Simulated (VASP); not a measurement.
# TiPd3 (P4/mmm) in VASP: electric field gradients with LDA

Aim: the electric field gradients of TiPd3 with LDA.

Program: VASP 6.6.1. These are calculated values, not measurements. Logs are shortened: lines on timing, memory, paths and dates and some standing lists are left out, and cuts for length are marked.

## (1) The cell of the first run

The structure is tetragonal, space group P4/mmm (No. 123). Conventional cell: a = 3.782 Å, b = 3.782 Å, c = 3.820 Å, α = 90.00°, β = 90.00°, γ = 90.00°. Within 3.5 Å of Ti (site symmetry 4/mmm) lie 12 Pd at 2.67 to 2.69 Å. Pd (site symmetry mmm) has 8 Pd at 2.67 to 2.69 Å and 4 Ti at 2.69 Å within 3.5 Å. Within 3.5 Å of Pd (site symmetry 4/mmm) lie 4 Ti at 2.67 Å and 8 Pd at 2.69 Å.

## (2) Electric field gradients, LDA (equal xx and yy strain of -1 %)

File INCAR:

```
SYSTEM = TiPd3
PREC     = Accurate       ! precision mode
ENCUT    = 520            ! plane-wave cutoff, eV
EDIFF    = 1E-8           ! SCF threshold, eV
ISMEAR   = -1             ! smearing method
SIGMA    = 0.05           ! smearing width, eV
LREAL    = .False.        ! projectors in reciprocal space
LASPH    = .True.         ! aspherical terms in the spheres
NELM     = 100            ! most SCF steps
ALGO     = Normal         ! electronic algorithm
ISIF     = 2              ! what is computed and relaxed
LWAVE    = .False.        ! write WAVECAR
LCHARG   = .False.        ! write CHGCAR
LEFG     = .True.       
NBANDS   = 29             ! bands
```

File KPOINTS:

```
Automatic mesh
0
Gamma
  11 11 11
  0 0 0
```

File POSCAR:

```
TiPd3
1.0
    3.7818000000      0.0000000000      0.0000000000
    0.0000000000      3.7818000000      0.0000000000
    0.0000000000      0.0000000000      3.8200000000
Ti Pd
1 3
Direct
    0.0000000000      0.0000000000      0.0000000000
    0.0000000000      0.5000000000      0.5000000000
    0.5000000000      0.0000000000      0.5000000000
    0.5000000000      0.5000000000      0.0000000000
```

Potentials or basis: VASP PAW LDA potentials, release 64 (Ti_sv, Pd).

Run with:

```sh
cat potpaw_LDA.64/Ti_sv/POTCAR potpaw_LDA.64/Pd/POTCAR > POTCAR
mpirun -np 1 vasp_std > vasp.out
```

OUTCAR:

```text
SYSTEM = TiPd3
   PREC = Accurate
   ENCUT = 520
   EDIFF = 1E-8
   ISMEAR = -1
   LREAL = .False.
   LASPH = .True.
   NELM = 100
   ISIF = 2

 ion  position               nearest neighbor table
   1  0.000  0.000  0.000-   4 2.67   4 2.67   4 2.67   4 2.67   3 2.69   2 2.69   3 2.69   2 2.69
                             3 2.69   2 2.69   3 2.69   2 2.69
   2  0.000  0.500  0.500-   3 2.67   3 2.67   3 2.67   3 2.67   4 2.69   1 2.69   1 2.69   1 2.69
                             4 2.69   4 2.69   4 2.69   1 2.69
   3  0.500  0.000  0.500-   2 2.67   2 2.67   2 2.67   2 2.67   4 2.69   1 2.69   4 2.69   4 2.69
                             1 2.69   4 2.69   1 2.69   1 2.69
   4  0.500  0.500  0.000-   1 2.67   1 2.67   1 2.67   1 2.67   3 2.69   2 2.69   3 2.69   3 2.69
                             3 2.69   2 2.69   2 2.69   2 2.69

  LATTYP: Found a simple tetragonal cell.
 ALAT       =     3.7818000000
 C/A-ratio  =     1.0101010101

  Lattice vectors:

 A1 = (   3.7818000000,   0.0000000000,   0.0000000000)
 A2 = (   0.0000000000,   3.7818000000,   0.0000000000)
 A3 = (   0.0000000000,   0.0000000000,   3.8200000000)

Analysis of symmetry for initial positions (statically):
=====================================================================
 Subroutine PRICEL returns:
 Original cell was already a primitive cell.

 Routine SETGRP: Setting up the symmetry group for a
 simple tetragonal supercell.

 Subroutine GETGRP returns: Found 16 space group operations
 (whereof 16 operations were pure point group operations)
 out of a pool of 16 trial point group operations.

The static configuration has the point symmetry D_4h.

Analysis of symmetry for dynamics (positions and initial velocities):
=====================================================================
 Subroutine PRICEL returns:
 Original cell was already a primitive cell.

 Routine SETGRP: Setting up the symmetry group for a
 simple tetragonal supercell.

 Subroutine GETGRP returns: Found 16 space group operations
 (whereof 16 operations were pure point group operations)
 out of a pool of 16 trial point group operations.

The dynamic configuration has the point symmetry D_4h.

 Subroutine INISYM returns: Found 16 space group operations
 (whereof 16 operations are pure point group operations),
 and found     1 'primitive' translations

----------------------------------------------------------------------------------------

                                     Primitive cell

  volume of cell :      54.6337

  direct lattice vectors                    reciprocal lattice vectors
     3.781800000  0.000000000  0.000000000     0.264424348  0.000000000  0.000000000
     0.000000000  3.781800000  0.000000000     0.000000000  0.264424348  0.000000000
     0.000000000  0.000000000  3.820000000     0.000000000  0.000000000  0.261780105

  length of vectors
     3.781800000  3.781800000  3.820000000     0.264424348  0.264424348  0.261780105

  position of ions in fractional coordinates (direct lattice)
     0.000000000  0.000000000  0.000000000
     0.000000000  0.500000000  0.500000000
     0.500000000  0.000000000  0.500000000
     0.500000000  0.500000000  0.000000000

  ion indices of the primitive-cell ions
   primitive index   ion index
                 1           1
                 2           2
                 3           3
                 4           4

----------------------------------------------------------------------------------------

 KPOINTS: Automatic mesh

Automatic generation of k-mesh.
 Grid dimensions read from file:
 generate k-points for:   11   11   11

 Generating k-lattice:

  Cartesian coordinates                     Fractional coordinates (reciprocal lattice)
     0.024038577  0.000000000  0.000000000     0.090909091  0.000000000  0.000000000
     0.000000000  0.024038577  0.000000000     0.000000000  0.090909091  0.000000000
     0.000000000  0.000000000  0.023798191     0.000000000  0.000000000  0.090909091

  Length of vectors
     0.024038577  0.024038577  0.023798191

  Shift w.r.t. Gamma in fractional coordinates (k-lattice)
     0.000000000  0.000000000  0.000000000

 Subroutine IBZKPT returns following result:
 ===========================================

 Found    126 irreducible k-points:

 Following reciprocal coordinates:
            Coordinates               Weight
  0.000000  0.000000  0.000000      1.000000
  0.090909  0.000000  0.000000      4.000000
  0.181818  0.000000  0.000000      4.000000
  0.272727  0.000000  0.000000      4.000000
  0.363636  0.000000  0.000000      4.000000
  0.454545  0.000000  0.000000      4.000000
[... 16 lines left out ...]
  0.090909  0.000000  0.090909      8.000000
  0.181818  0.000000  0.090909      8.000000
 [... further k-points ...]
   k-points           NKPTS =    126   k-points in BZ     NKDIM =    126   number of bands    NBANDS=     29
   number of dos      NEDOS =    301   number of ions     NIONS =      4
   total plane-waves  NPLWV =  21952
   dimension x,y,z NGX =    28 NGY =   28 NGZ =   28
   dimension x,y,z NGXF=    56 NGYF=   56 NGZF=   56
   ions per type =               1   3
   NGX,Y,Z   is equivalent  to a cutoff of  12.31, 12.31, 12.19 a.u.
   NGXF,Y,Z  is equivalent  to a cutoff of  24.62, 24.62, 24.37 a.u.
 SYSTEM =  TiPd3
   PREC   = accura    normal or accurate (medium, high low for compatibility)
   ISTART =      0    job   : 0-new  1-cont  2-samecut
   ICHARG =      2    charge: 1-file 2-atom 10-const
   ISPIN  =      1    spin polarized calculation?
   LNONCOLLINEAR =      F non collinear calculations
   LSORBIT =      F    spin-orbit coupling
   LASPH  =      T    aspherical Exc in radial PAW
   ENCUT  =  520.0 eV  38.22 Ry    6.18 a.u.   7.03  7.03  7.10*2*pi/ulx,y,z
   NELM   =    100;   NELMIN=  2; NELMDL= -5     # of ELM steps
   EDIFF  = 0.1E-07   stopping-criterion for ELM
   LREAL  =      F    real-space projection
   EDIFFG = 0.1E-06   stopping-criterion for IOM
   NSW    =      0    number of steps for IOM
   IBRION =     -1    ionic relax: 0-MD 1-quasi-New 2-CG
   NFREE  =      0    steps in history (QN), initial steepest desc. (CG)
   ISIF   =      2    stress and relaxation
   ISYM   =      2    0-nonsym 1-usesym 2-fastsym
   POTIM  = 0.5000    time-step for ionic-motion
   TEBEG  =    0.0;   TEEND  =   0.0 temperature during run
   PSTRESS=    0.0 pullay stress
   NELECT =      42.0000    total number of electrons
   NUPDOWN=      -1.0000    fix difference up-down
   EMIN   =  10.00;   EMAX   =-10.00  energy-range for DOS
   EFERMI =   0.00;   METHOD = LEGACY
   ISMEAR =    -1;   SIGMA  =   0.05  broadening in eV -4-tet -1-fermi 0-gaus
   EFERMI_NEDOS =   21; number of points for ismear=-14 and -15
   IALGO  =     38    algorithm
   IMIX   =      4    mixing-type and parameters
     AMIX     =   0.40;   BMIX     =  1.00
     AMIX_MAG =   1.60;   BMIX_MAG =  1.00
  volume/ion in A,a.u.               =      13.66        92.17
  Fermi-wavevector in a.u.,A,eV,Ry     =   1.499700  2.834022 30.600871  2.249101
  Thomas-Fermi vector in A             =   2.611296
   LORBIT       =      0    0 simple, 1 ext, 2 COOP (PROOUT), +10 PAW based schemes
   GGA     = CA    functional components
   LHFCALC =     F    Hartree Fock is set to
   AEXX    =    0.0000 exact exchange contribution
   IVDW    =     0    specifies the selected vdW correction
   LEPSILON=     F    determine dielectric tensor
   LRPA    =     F    only Hartree local field effects (RPA)
 non-spin polarized calculation
  energy-cutoff  :      520.00
  volume of cell :       54.63
 maximum number of plane-waves:      1485
   NGX = 15   NGY = 15   NGZ = 15

 number of electron      42.0000004 magnetization

 Free energy of the ion-electron system (eV)
  ---------------------------------------------------
  ext. energy  EPLUGINS =         0.00000000
  ---------------------------------------------------
  free energy    TOTEN  =       -30.77104467 eV

  energy without entropy =      -30.75974954  energy(sigma->0) =      -30.76539711

 E-fermi :  11.9353     XC(G=0): -13.7551

 val. band max:       11.9112019159   @ k =   0.4545   0.0909   0.0000
 cond. band min:      11.9359752618   @ k =   0.0909   0.0000   0.4545
 fundamental gap:      0.0247733460
 Fermi energy:        11.9353452678

 k-point     1 :       0.0000    0.0000    0.0000
  band No.  band energies     occupation
      1     -45.4760      2.00000
      2     -22.0913      2.00000
      3     -22.0879      2.00000
      4     -22.0879      2.00000
      5       3.4228      2.00000
      6       5.0141      2.00000
[... 21 lines left out ...]
     28      14.5029      0.00000
     29      22.4693      0.00000

 k-point     2 :       0.0909    0.0000    0.0000
  band No.  band energies     occupation
      1     -45.4758      2.00000
      2     -22.0917      2.00000
      3     -22.0909      2.00000
      4     -22.0884      2.00000
      5       3.5322      2.00000
      6       5.0806      2.00000
[... 21 lines left out ...]
     28      15.2089      0.00000
     29      22.4433      0.00000

 k-point     3 :       0.1818    0.0000    0.0000
  band No.  band energies     occupation
      1     -45.4752      2.00000
      2     -22.0990      2.00000
      3     -22.0929      2.00000
      4     -22.0896      2.00000
      5       3.8514      2.00000
      6       5.2703      2.00000
[... 638 lines left out ...]
      5       3.6375      2.00000
      6       5.1438      2.00000
[... 21 lines left out ...]
     28      15.6566      0.00000
     29      22.6470      0.00000

 k-point    24 :       0.1818    0.0000    0.0909
  band No.  band energies     occupation
      1     -45.4751      2.00000
      2     -22.0997      2.00000
      3     -22.0946      2.00000
      4     -22.0900      2.00000
      5       3.9509      2.00000
      6       5.3299      2.00000
[... 21 lines left out ...]
     28      16.6340      0.00000
     29      22.2928      0.00000

 [... further k-points ...]

------------------------ aborting loop because EDIFF is reached ----------------------------------------

  FORCE on cell =-STRESS in cart. coord.  units (eV):
  Direction    XX          YY          ZZ          XY          YZ          ZX
  --------------------------------------------------------------------------------------
  -------------------------------------------------------------------------------------
  Total        2.8614092      2.8614092      2.2670923      0.0000000      0.0000000      0.0000000
  in kB       83.9131606     83.9131606     66.4843305      0.0000000      0.0000000      0.0000000
  external PRESSURE =      78.1035506 kB  Pullay stress =       0.0000000 kB

 VOLUME and BASIS-vectors are now :
 -----------------------------------------------------------------------------
  energy-cutoff  :      520.00
  volume of cell :       54.63
      direct lattice vectors                 reciprocal lattice vectors
     3.781800000  0.000000000  0.000000000     0.264424348  0.000000000  0.000000000
     0.000000000  3.781800000  0.000000000     0.000000000  0.264424348  0.000000000
     0.000000000  0.000000000  3.820000000     0.000000000  0.000000000  0.261780105

 POSITION                                       TOTAL-FORCE (eV/Angst)
 -----------------------------------------------------------------------------------
      0.00000      0.00000      0.00000         0.000000      0.000000      0.000000
      0.00000      1.89090      1.91000         0.000000      0.000000      0.000000
      1.89090      0.00000      1.91000         0.000000      0.000000      0.000000
      1.89090      1.89090      0.00000         0.000000      0.000000      0.000000
 -----------------------------------------------------------------------------------
    total drift:                                0.000000      0.000000      0.000000

  FREE ENERGIE OF THE ION-ELECTRON SYSTEM (eV)
  ---------------------------------------------------
  free  energy   TOTEN  =       -30.7710446744 eV

  energy  without entropy=      -30.7597495415  energy(sigma->0) =      -30.76539711

 Electric field gradients (V/A^2)
---------------------------------------------------------------------
 ion       V_xx      V_yy      V_zz      V_xy      V_xz      V_yz
---------------------------------------------------------------------
   1      -0.237    -0.237     0.474     0.000     0.000    -0.000
   2     -64.600    29.612    34.988    -0.000    -0.000     0.000
   3      29.612   -64.600    34.988     0.000     0.000     0.000
   4      32.048    32.048   -64.096     0.000     0.000     0.000
---------------------------------------------------------------------

 Electric field gradients after diagonalization (V/A^2)
 (convention: |V_zz| > |V_xx| > |V_yy|)
----------------------------------------------------------------------
 ion       V_xx      V_yy      V_zz     asymmetry (V_yy - V_xx)/ V_zz
----------------------------------------------------------------------
   1      -0.237    -0.237     0.474       0.000
   2      34.988    29.612   -64.600       0.083
   3      34.988    29.612   -64.600       0.083
   4      32.048    32.048   -64.096       0.000
----------------------------------------------------------------------

           NMR quadrupolar parameters

 Cq : quadrupolar parameter    Cq=e*Q*V_zz/h
 eta: asymmetry parameters     (V_yy - V_xx)/ V_zz
 Q  : nuclear electric quadrupole moment in mb (millibarn)
----------------------------------------------------------------------
 ion       Cq(MHz)       eta       Q (mb)
----------------------------------------------------------------------
   1       0.001       0.000       1.000
   2      -0.156       0.083       1.000
   3      -0.156       0.083       1.000
   4      -0.155       0.000       1.000
----------------------------------------------------------------------
```

Run time: 90 s. Hardware: 1 thread of Intel Xeon 6975P-C (Granite Rapids), shared host; peak memory 0.27 GiB.

Results:

- Free energy: -30.7710 eV
- Pressure: 7.8 GPa
- Band gap on the k mesh: zero (bands 21 and 22 overlap by 1.39 eV)
- Largest electric field gradient by atom: Ti +0.5; Pd -64.6, -64.1 (each value once) V/Å²

Levels at points of the mesh, in eV from the Fermi level:
| k point | band 19 | band 20 | band 21 | band 22 | band 23 | band 24 |
| --- | --- | --- | --- | --- | --- | --- |
| (0.00, 0.00, 0.00) | -0.63 | -0.54 | 1.23 | 1.25 | 1.94 | 1.94 |

Electric field gradients, principal values (V/Å²):
| atom | least | middle | greatest (by size) |
| --- | --- | --- | --- |
| 1 Ti | -0.237 | -0.237 | 0.474 |
| 2 Pd | 29.612 | 34.988 | -64.600 |
| 3 Pd | 29.612 | 34.988 | -64.600 |
| 4 Pd | 32.048 | 32.048 | -64.096 |

Caveat: the cell differs from its parent crystal (equal xx and yy strain of -1 %); the cell stands under pressure; without QUAD_EFG the Cq values of the log hold for a quadrupole moment of 1 mb, not for the nuclei.

The gap in the log of VASP goes by the Fermi energy; the results here count the filled bands.